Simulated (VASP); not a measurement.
Write the native input for VASP 6.6.1 that does the following.

| Property | Result |
| --- | --- |
| Task | single point |
| Functional | BLYP |
| Potentials or basis | VASP PAW PBE potentials, release 64 (Lu) |
| Cutoff | 520 eV |
| k mesh | 12 × 12 × 12 |
| Occupations | fermi-dirac, width 0.1 eV |
| Spin | no spin polarisation |
| Dipole correction | no |
| Further INCAR settings | ALGO = Normal; EDIFF = 1e-06; NBANDS = 18 |

The structure of Lu lies in POSCAR:

```
Lu
1.0
    0.0000000000      2.5522721322      2.5522721322
    2.5522721322      0.0000000000      2.5522721322
    2.5522721322      2.5522721322      0.0000000000
Lu
1
Direct
    0.0000000000      0.0000000000      0.0000000000
```

This cell differs from its parent crystal: volume scaled by 1.12.

The input as run:

INCAR

```
PREC = Accurate
ENCUT = 520
EDIFF = 1E-6
ISMEAR = -1
SIGMA = 0.1
LREAL = F
LASPH = T
NELM = 100
ALGO = Normal
ISIF = 2
LWAVE = F
LCHARG = T
GGA = B5
ALDAX = 1.0
AGGAX = 1.0
AGGAC = 1.0
ALDAC = 0.0
LELF = T
LVHAR = T
NBANDS = 18
```

KPOINTS

```
regular mesh
0
Gamma
  12 12 12
```

Potentials or basis: VASP PAW PBE potentials, release 64 (Lu).

Launch:

```sh
$ cat potpaw_PBE.64/Lu/POTCAR > POTCAR
$ mpirun -np 1 vasp_std > vasp.out
```

It gave:

```yaml
Pressure: -3.5 GPa
```

Caveat: the PAW data sets were made with another functional, which shifts forces and pressure a little.

Run time: 29 s on 1 thread of Intel(R) Xeon(R) Platinum 8559C (Emerald Rapids), on a shared host, peak memory 0.19 GiB.
